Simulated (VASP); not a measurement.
# Si2C3 in VASP: single point with PBE

Aim: the single point of Si2C3 with PBE.

All numbers are computed with VASP 6.6.1; they aren't measurements. Logs are shortened: lines on timing, memory, paths and dates and some standing lists are left out, and cuts for length are marked.

## Step 1: The cell of the first run

The typed cell holds 10 atoms: a = 2.814 Å, b = 2.812 Å, c = 17.449 Å, α = 90.02°, β = 90.00°, γ = 120.02°.

## Step 2: Single point, PBE

The input, INCAR:

```
ALGO = Fast ; EDIFF = 1E-7
ENCUT = 520 ; GGA = PE
ISIF = 2 ; ISMEAR = 0
LASPH = True ; LCHARG = True
LELF = True ; LREAL = False
LVHAR = True ; LWAVE = False
NBANDS = 31 ; NELM = 60
PREC = Accurate ; SIGMA = 0.2
```

The input, KPOINTS:

```
k-points
0
Gamma
  12 12 2
```

The input, POSCAR:

```
Si2C3
1.0
    2.8142476722      0.0001148942      0.0000322077
   -1.4070132014      2.4349394274     -0.0005670448
    0.0002064345     -0.0040870118     17.4489779288
Si C
4 6
Direct
    1.0001257153      1.0002189912      0.4266329850
    1.0000472628      0.0001611633      0.9266189831
   -0.0003961249     -0.0000598407      0.0733799526
    0.0001282524     -0.0003166311      0.5733683975
   -0.0001925866      0.0000473140      0.1768760584
    0.0002104495     -0.0001206835      0.6768600024
    0.9999514543      1.0000336472      0.2500082404
    1.0000674700      0.9999167028      0.7499914843
    0.9999965493      1.0001025588      0.3231403284
    1.0000615579      1.0000167780      0.8231235676
```

Potentials or basis: VASP PAW PBE potentials, release 64 (Si, C).

Launch:

```console
$ cat potpaw_PBE.64/Si/POTCAR potpaw_PBE.64/C/POTCAR > POTCAR
$ mpirun -np 1 vasp_std > vasp.out
```

OUTCAR:

```text
EDIFF = 1E-7
   ENCUT = 520
   GGA = PE
   ISIF = 2
   ISMEAR = 0
   LASPH = True
   LREAL = False
   NELM = 60
   PREC = Accurate

 ion  position               nearest neighbor table
   1  0.000  0.000  0.427-   9 1.81   4 2.56
   2  0.000  0.000  0.927-  10 1.81   3 2.56
   3  1.000  1.000  0.073-   5 1.81   2 2.56
   4  0.000  1.000  0.573-   6 1.81   1 2.56
   5  1.000  0.000  0.177-   7 1.28   3 1.81
   6  0.000  1.000  0.677-   8 1.28   4 1.81
   7  1.000  0.000  0.250-   9 1.28   5 1.28
   8  0.000  1.000  0.750-   6 1.28  10 1.28
   9  1.000  0.000  0.323-   7 1.28   1 1.81
  10  0.000  0.000  0.823-   8 1.28   2 1.81

  LATTYP: Found a base centered monoclinic cell.
 ALAT       =    35.2383420717
 B/A-ratio  =     0.0798632259
 C/A-ratio  =     0.4951702431
 COS(beta)  =    -0.9904041259

  Lattice vectors:

 A1 = (   1.4070280363,   2.4391413334, -17.4495127659)
 A2 = (  -1.4072196359,   2.4390264392, -17.4495449736)
 A3 = (   0.0002064345,  -0.0040870118,  17.4489779288)

Analysis of symmetry for initial positions (statically):
=====================================================================
 Subroutine PRICEL returns:
 Original cell was already a primitive cell.

 Routine SETGRP: Setting up the symmetry group for a
 base centered monoclinic supercell.

 Subroutine GETGRP returns: Found  1 space group operations
 (whereof  1 operations were pure point group operations)
 out of a pool of  4 trial point group operations.

The static configuration has the point symmetry C_1 .

Analysis of symmetry for dynamics (positions and initial velocities):
=====================================================================
 Subroutine PRICEL returns:
 Original cell was already a primitive cell.

 Routine SETGRP: Setting up the symmetry group for a
 base centered monoclinic supercell.

 Subroutine GETGRP returns: Found  1 space group operations
 (whereof  1 operations were pure point group operations)
 out of a pool of  4 trial point group operations.

The dynamic configuration has the point symmetry C_1 .

 Subroutine INISYM returns: Found  1 space group operations
 (whereof  1 operations are pure point group operations),
 and found     1 'primitive' translations

----------------------------------------------------------------------------------------

                                     Primitive cell

  volume of cell :     119.5723

  direct lattice vectors                    reciprocal lattice vectors
     2.814247672  0.000114894  0.000032208     0.355326369  0.205322938  0.000043888
    -1.407013201  2.434939427 -0.000567045    -0.000016767  0.410678168  0.000096192
     0.000206435 -0.004087012 17.448977929    -0.000000656  0.000012967  0.057309950

  length of vectors
     2.814247675  2.812226251 17.448978409     0.410383162  0.410678179  0.057309951

  position of ions in fractional coordinates (direct lattice)
     0.000125715  0.000218991  0.426632985
     0.000047263  0.000161163  0.926618983
     0.999603875  0.999940159  0.073379953
     0.000128252  0.999683369  0.573368397
     0.999807413  0.000047314  0.176876058
     0.000210450  0.999879316  0.676860002
     0.999951454  0.000033647  0.250008240
     0.000067470  0.999916703  0.749991484
     0.999996549  0.000102559  0.323140328
     0.000061558  0.000016778  0.823123568

  ion indices of the primitive-cell ions
   primitive index   ion index
                 1           1
                 2           2
                 3           3
                 4           4
                 5           5
                 6           6
                 7           7
                 8           8
                 9           9
                10          10

----------------------------------------------------------------------------------------

 KPOINTS: k-points

Automatic generation of k-mesh.
 Grid dimensions read from file:
 generate k-points for:   12   12    2

 Generating k-lattice:

  Cartesian coordinates                     Fractional coordinates (reciprocal lattice)
     0.029610531  0.017110245  0.000003657     0.083333333 -0.000000000  0.000000000
    -0.000001397  0.034223181  0.000008016     0.000000000  0.083333333  0.000000000
    -0.000000328  0.000006483  0.028654975     0.000000000 -0.000000000  0.500000000

  Length of vectors
     0.034198597  0.034223182  0.028654976

  Shift w.r.t. Gamma in fractional coordinates (k-lattice)
     0.000000000  0.000000000  0.000000000

 Subroutine IBZKPT returns following result:
 ===========================================

 Found    148 irreducible k-points:

 Following reciprocal coordinates:
            Coordinates               Weight
  0.000000  0.000000  0.000000      1.000000
  0.083333 -0.000000  0.000000      2.000000
  0.166667 -0.000000  0.000000      2.000000
  0.250000 -0.000000  0.000000      2.000000
  0.333333 -0.000000  0.000000      2.000000
  0.416667 -0.000000  0.000000      2.000000
[... 16 lines left out ...]
  0.250000  0.166667  0.000000      2.000000
  0.333333  0.166667  0.000000      2.000000
 [... further k-points ...]
   k-points           NKPTS =    148   k-points in BZ     NKDIM =    148   number of bands    NBANDS=     31
   number of dos      NEDOS =    301   number of ions     NIONS =     10
   total plane-waves  NPLWV =  80640
   dimension x,y,z NGX =    24 NGY =   24 NGZ =  140
   dimension x,y,z NGXF=    48 NGYF=   48 NGZF=  280
   ions per type =               4   6
   NGX,Y,Z   is equivalent  to a cutoff of  14.18, 14.19, 13.34 a.u.
   NGXF,Y,Z  is equivalent  to a cutoff of  28.36, 28.38, 26.68 a.u.
 SYSTEM =  unknown system
   PREC   = accura    normal or accurate (medium, high low for compatibility)
   ISTART =      0    job   : 0-new  1-cont  2-samecut
   ICHARG =      2    charge: 1-file 2-atom 10-const
   ISPIN  =      1    spin polarized calculation?
   LNONCOLLINEAR =      F non collinear calculations
   LSORBIT =      F    spin-orbit coupling
   LASPH  =      T    aspherical Exc in radial PAW
   ENCUT  =  520.0 eV  38.22 Ry    6.18 a.u.   5.23  5.23 32.44*2*pi/ulx,y,z
   NELM   =     60;   NELMIN=  2; NELMDL= -5     # of ELM steps
   EDIFF  = 0.1E-06   stopping-criterion for ELM
   LREAL  =      F    real-space projection
   EDIFFG = 0.1E-05   stopping-criterion for IOM
   NSW    =      0    number of steps for IOM
   IBRION =     -1    ionic relax: 0-MD 1-quasi-New 2-CG
   NFREE  =      0    steps in history (QN), initial steepest desc. (CG)
   ISIF   =      2    stress and relaxation
   ISYM   =      2    0-nonsym 1-usesym 2-fastsym
   POTIM  = 0.5000    time-step for ionic-motion
   TEBEG  =    0.0;   TEEND  =   0.0 temperature during run
   PSTRESS=    0.0 pullay stress
   NELECT =      40.0000    total number of electrons
   NUPDOWN=      -1.0000    fix difference up-down
   EMIN   =  10.00;   EMAX   =-10.00  energy-range for DOS
   EFERMI =   0.00;   METHOD = LEGACY
   ISMEAR =     0;   SIGMA  =   0.20  broadening in eV -4-tet -1-fermi 0-gaus
   EFERMI_NEDOS =   21; number of points for ismear=-14 and -15
   IALGO  =     68    algorithm
   IMIX   =      4    mixing-type and parameters
     AMIX     =   0.40;   BMIX     =  1.00
     AMIX_MAG =   1.60;   BMIX_MAG =  1.00
  volume/ion in A,a.u.               =      11.96        80.69
  Fermi-wavevector in a.u.,A,eV,Ry     =   1.136452  2.147584 17.572253  1.291524
  Thomas-Fermi vector in A             =   2.273157
   LORBIT       =      0    0 simple, 1 ext, 2 COOP (PROOUT), +10 PAW based schemes
   GGA     = PE    functional components
   LHFCALC =     F    Hartree Fock is set to
   AEXX    =    0.0000 exact exchange contribution
   IVDW    =     0    specifies the selected vdW correction
   LEPSILON=     F    determine dielectric tensor
   LRPA    =     F    only Hartree local field effects (RPA)
 non-spin polarized calculation
 RMM-DIIS sequential band-by-band and
 Gauss-broadening in eV      SIGMA  =   0.20
  energy-cutoff  :      520.00
  volume of cell :      119.57
 maximum number of plane-waves:      3252
 NGX is ok and might be reduce to    24
   NGX = 11   NGY = 11   NGZ = 65

 number of electron      39.9999998 magnetization

 Free energy of the ion-electron system (eV)
  ---------------------------------------------------
  ext. energy  EPLUGINS =         0.00000000
  ---------------------------------------------------
  free energy    TOTEN  =       -65.55169380 eV

  energy without entropy =      -65.49256167  energy(sigma->0) =      -65.52212773

 E-fermi :   6.1707     XC(G=0): -10.6804

 val. band max:        6.1677152595   @ k =  -0.3333   0.3333  -0.0000
 cond. band min:       6.1736700584   @ k =   0.0000   0.3333   0.0000
 fundamental gap:      0.0059547989
 Fermi energy:         6.1707244401

 k-point     1 :       0.0000    0.0000    0.0000
  band No.  band energies     occupation
      1     -10.3543      2.00000
      2     -10.3419      2.00000
      3      -8.0116      2.00000
      4      -7.8282      2.00000
      5      -6.3637      2.00000
      6      -5.3116      2.00000
[... 23 lines left out ...]
     30      15.7410      0.00000
     31      16.4054      0.00000

 k-point     2 :       0.0833   -0.0000    0.0000
  band No.  band energies     occupation
      1     -10.2564      2.00000
      2     -10.2448      2.00000
      3      -7.8961      2.00000
      4      -7.7228      2.00000
      5      -6.2148      2.00000
      6      -5.1893      2.00000
[... 23 lines left out ...]
     30      15.9531      0.00000
     31      16.1220      0.00000

 k-point     3 :       0.1667   -0.0000    0.0000
  band No.  band energies     occupation
      1      -9.9742      2.00000
      2      -9.9645      2.00000
      3      -7.5649      2.00000
      4      -7.4202      2.00000
      5      -5.7733      2.00000
      6      -4.8252      2.00000
[... 703 lines left out ...]
     30      11.6347      0.00000
     31      12.6553      0.00000

 k-point    24 :       0.3333    0.1667    0.0000
  band No.  band energies     occupation
      1      -8.4841      2.00000
      2      -8.4822      2.00000
      3      -5.9099      2.00000
      4      -5.8886      2.00000
      5      -2.7553      2.00000
      6      -2.2499      2.00000
[... 23 lines left out ...]
     30      11.2266      0.00000
     31      12.2954      0.00000

 [... further k-points ...]

------------------------ aborting loop because EDIFF is reached ----------------------------------------

  FORCE on cell =-STRESS in cart. coord.  units (eV):
  Direction    XX          YY          ZZ          XY          YZ          ZX
  --------------------------------------------------------------------------------------
  -------------------------------------------------------------------------------------
  Total       -0.0612832     -0.0439703     -0.0801093     -0.0008331      0.0147824     -0.0008565
  in kB       -0.8211480     -0.5891679     -1.0734036     -0.0111624      0.1980732     -0.0114761
  external PRESSURE =      -0.8279065 kB  Pullay stress =       0.0000000 kB

 VOLUME and BASIS-vectors are now :
 -----------------------------------------------------------------------------
  energy-cutoff  :      520.00
  volume of cell :      119.57
      direct lattice vectors                 reciprocal lattice vectors
     2.814247672  0.000114894  0.000032208     0.355326369  0.205322938  0.000043888
    -1.407013201  2.434939427 -0.000567045    -0.000016767  0.410678168  0.000096192
     0.000206435 -0.004087012 17.448977929    -0.000000656  0.000012967  0.057309950

 POSITION                                       TOTAL-FORCE (eV/Angst)
 -----------------------------------------------------------------------------------
      0.00013     -0.00121      7.44431        -0.000023     -0.000133     -0.014990
      0.00010     -0.00339     16.16855         0.000057     -0.000111     -0.015051
      1.40622      2.43461      1.27987         0.000304      0.000080      0.015322
     -1.40609      2.43183     10.00413        -0.000020      0.000266      0.014642
      2.81368     -0.00049      3.08634         0.000776     -0.000201     -0.032952
     -1.40611      2.43188     11.80995        -0.001118     -0.000019     -0.032434
      2.81412     -0.00082      4.36242        -0.001119      0.000587      0.000070
     -1.40655      2.43167     13.08602         0.000837      0.000541      0.000398
      2.81416     -0.00096      5.63850         0.000599     -0.000563      0.032040
      0.00032     -0.00332     14.36266        -0.000293     -0.000447      0.032956
 -----------------------------------------------------------------------------------
    total drift:                                0.000001     -0.000002     -0.000060

  FREE ENERGIE OF THE ION-ELECTRON SYSTEM (eV)
  ---------------------------------------------------
  free  energy   TOTEN  =       -65.5516937957 eV

  energy  without entropy=      -65.4925616685  energy(sigma->0) =      -65.52212773
```

It took 26 min on 1 thread of Oxide Virtual Turin-like, shared host; peak memory 0.5 GiB.

Results:

| Property | Result |
| --- | --- |
| Free energy | -65.5517 eV |
| Pressure | -0.1 GPa |
| Largest force | 0.033 eV/Å |
| Band gap on the k mesh | zero (bands 20 and 21 overlap by 4.59 eV) |

Forces in eV/Å, atoms in the order of the input:
```
Si   0.000  0.000 -0.015
Si   0.000  0.000 -0.015
Si   0.000  0.000  0.015
Si   0.000  0.000  0.015
C    0.001  0.000 -0.033
C   -0.001  0.000 -0.032
C   -0.001  0.001  0.000
C    0.001  0.001  0.000
C    0.001 -0.001  0.032
C    0.000  0.000  0.033
```

Levels at points of the mesh, in eV from the Fermi level:
| k point | band 17 | band 18 | band 19 | band 20 | band 21 | band 22 | band 23 | band 24 |
| --- | --- | --- | --- | --- | --- | --- | --- | --- |
| (0.00, 0.00, 0.00) | 1.87 | 2.24 | 2.41 | 2.42 | 2.42 | 2.43 | 7.20 | 7.21 |
| (0.50, 0.00, 0.00) | -2.32 | -2.31 | -2.17 | -0.57 | -0.20 | 0.02 | 1.00 | 1.05 |
| (0.00, 0.50, 0.00) | -2.33 | -2.32 | -2.17 | -0.57 | -0.19 | 0.03 | 0.99 | 1.04 |
| (0.50, 0.50, 0.00) | -2.32 | -2.32 | -2.17 | -0.57 | -0.20 | 0.02 | 1.00 | 1.05 |
| (0.00, 0.00, 0.50) | 2.06 | 2.06 | 2.42 | 2.42 | 2.42 | 2.42 | 7.31 | 7.31 |
| (0.50, 0.00, 0.50) | -2.32 | -2.32 | -1.31 | -1.31 | -0.09 | -0.09 | 1.02 | 1.02 |
| (0.00, 0.50, 0.50) | -2.33 | -2.33 | -1.31 | -1.31 | -0.08 | -0.08 | 1.01 | 1.01 |
| (0.50, 0.50, 0.50) | -2.32 | -2.32 | -1.31 | -1.31 | -0.09 | -0.09 | 1.02 | 1.02 |
